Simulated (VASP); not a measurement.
# Ni (Fm-3m) in VASP: notebook, part 2 of 2

VASP 6.6.1. Earlier steps stand in the parts before.

**3. Single point, PBE, collinear spin, ferromagnetic start**

Input file INCAR:

```
  PREC = Accurate
  ENCUT = 520
  EDIFF = 1E-6
  ISMEAR = -1
  SIGMA = 0.1
  LREAL = False
  LASPH = True
  NELM = 150
  ALGO = Normal
  ISIF = 2
  LWAVE = False
  LCHARG = False
  ISPIN = 2
  MAGMOM = 2 2
  LORBIT = 11
  LMAXMIX = 4
  GGA = PE
  NBANDS = 21
  ISYM = 0
```

Input file KPOINTS:

```
Automatic mesh
0
Gamma
  12 7 10
```

Input file POSCAR:

```
Ni
1.0
    0.0000000000     -1.7584000000     -1.7584000000
   -3.5168000000     -1.7584000000     -1.7584000000
    0.0000000000      1.7584000000     -1.7584000000
Ni
2
Direct
    0.0000000000      0.0000000000      0.0000000000
    0.0000000000      0.5000000000      0.5000000000
```

Potentials or basis: VASP PAW PBE potentials, release 64 (Ni).

Launch:

```console
> cat potpaw_PBE.64/Ni/POTCAR > POTCAR
> mpirun -np 1 vasp_std > vasp.out
```

OUTCAR:

```text
PREC = Accurate
   ENCUT = 520
   EDIFF = 1E-6
   ISMEAR = -1
   LREAL = False
   LASPH = True
   NELM = 150
   ISIF = 2
   ISPIN = 2
   LORBIT = 11
   GGA = PE
   ISYM = 0

 ion  position               nearest neighbor table
   1  0.000  0.000  0.000-   2 2.49   2 2.49   2 2.49   2 2.49   2 2.49   2 2.49   2 2.49   2 2.49

   2  0.000  0.500  0.500-   1 2.49   1 2.49   1 2.49   1 2.49   1 2.49   1 2.49   1 2.49   1 2.49

IMPORTANT INFORMATION: All symmetrisations will be switched off!
NOSYMM: (Re-)initialisation of all symmetry stuff for point group C_1.

[... 1338 lines left out ...]
  external PRESSURE =       6.1265808 kB  Pullay stress =       0.0000000 kB

 VOLUME and BASIS-vectors are now :
 -----------------------------------------------------------------------------
  energy-cutoff  :      520.00
  volume of cell :       21.75
      direct lattice vectors                 reciprocal lattice vectors
     0.000000000 -1.758400000 -1.758400000     0.284349409 -0.284349409 -0.284349409
    -3.516800000 -1.758400000 -1.758400000    -0.284349409  0.000000000  0.000000000
     0.000000000  1.758400000 -1.758400000     0.000000000  0.284349409 -0.284349409

 POSITION                                       TOTAL-FORCE (eV/Angst)
 -----------------------------------------------------------------------------------
      0.00000      0.00000      0.00000        -0.000000     -0.000000     -0.000000
     -1.75840      0.00000     -1.75840         0.000000      0.000000      0.000000
 -----------------------------------------------------------------------------------
    total drift:                                0.000000     -0.000000     -0.000000

  FREE ENERGIE OF THE ION-ELECTRON SYSTEM (eV)
  ---------------------------------------------------
  free  energy   TOTEN  =       -10.9966760564 eV

  energy  without entropy=      -10.8885708443  energy(sigma->0) =      -10.94262345

 total charge

# of ion       s       p       d       tot
------------------------------------------
    1        0.498   0.498   8.314   9.311
    2        0.498   0.498   8.314   9.311
--------------------------------------------------
tot          0.996   0.997  16.629  18.622

 magnetization (x)

# of ion       s       p       d       tot
------------------------------------------
    1       -0.006  -0.024   0.666   0.636
    2       -0.006  -0.024   0.666   0.636
--------------------------------------------------
tot         -0.012  -0.048   1.332   1.272
```

OSZICAR:

```text
N       E                     dE             d eps       ncg     rms          rms(c)
DAV:   1     0.972616399826E+02    0.97262E+02   -0.88845E+03 38773   0.136E+03
DAV:   2    -0.683075533073E+01   -0.10409E+03   -0.95692E+02 36163   0.235E+02
DAV:   3    -0.126008194828E+02   -0.57701E+01   -0.55845E+01 40239   0.634E+01
DAV:   4    -0.126772264229E+02   -0.76407E-01   -0.76341E-01 40320   0.673E+00
DAV:   5    -0.126795682891E+02   -0.23419E-02   -0.23417E-02 40683   0.117E+00    0.158E+01
DAV:   6    -0.117192220160E+02    0.96035E+00   -0.80165E+00 41779   0.590E+01    0.900E+00
DAV:   7    -0.110297060983E+02    0.68952E+00   -0.17037E+00 41602   0.245E+01    0.253E+00
DAV:   8    -0.110042397678E+02    0.25466E-01   -0.12827E-02 50867   0.126E+00    0.133E+00
DAV:   9    -0.109989931253E+02    0.52466E-02   -0.12381E-03 52665   0.790E-01    0.558E-01
DAV:  10    -0.110002110137E+02   -0.12179E-02   -0.12748E-02 47537   0.296E+00    0.857E-01
DAV:  11    -0.109966573294E+02    0.35537E-02   -0.63628E-03 46355   0.233E+00    0.533E-02
DAV:  12    -0.109966788113E+02   -0.21482E-04   -0.10625E-04 38706   0.853E-02    0.242E-02
DAV:  13    -0.109966764229E+02    0.23884E-05   -0.35503E-06 52165   0.212E-02    0.132E-02
DAV:  14    -0.109966760564E+02    0.36650E-06   -0.97025E-07 24501   0.983E-03
   1 F= -.10996676E+02 E0= -.10942623E+02  d E =-.108105E+00  mag=     1.2491
```

stdout:

```text
POSCAR found type information on POSCAR Ni
 POSCAR found :  1 types and       2 ions
 scaLAPACK will be used
 LDA part: xc-table for (Slater+PW92), standard interpolation
 -----------------------------------------------------------------------------
|                                                                             |
|           W    W    AA    RRRRR   N    N  II  N    N   GGGG   !!!           |
|           W    W   A  A   R    R  NN   N  II  NN   N  G    G  !!!           |
|           W    W  A    A  R    R  N N  N  II  N N  N  G       !!!           |
|           W WW W  AAAAAA  RRRRR   N  N N  II  N  N N  G  GGG   !            |
|           WW  WW  A    A  R   R   N   NN  II  N   NN  G    G                |
|           W    W  A    A  R    R  N    N  II  N    N   GGGG   !!!           |
|                                                                             |
|     Your reciprocal lattice and k-lattice belong to different lattice       |
|     classes:                                                                |
|                                                                             |
|        The reciprocal lattice is simple tetragonal,                         |
|        whereas your k-lattice is simple monoclinic.                         |
|                                                                             |
|     Results are often still useful ...                                      |
|                                                                             |
 -----------------------------------------------------------------------------

 POSCAR, INCAR and KPOINTS ok, starting setup
 FFT: planning ... GRIDC
 FFT: planning ... GRID_SOFT
 FFT: planning ... GRID
 WAVECAR not read
 entering main loop
```

Run time: 5.9 min. Hardware: 1 thread of AMD EPYC 7R43 (Zen 3), shared host; peak memory 0.31 GiB.

Results:

* Free energy: -10.9967 eV
* Pressure: 0.6 GPa
* Net moment: 1.25 μB per cell
* Site moments: Ni +0.64 μB
* Valence electrons inside the program's atomic spheres: Ni 9.31
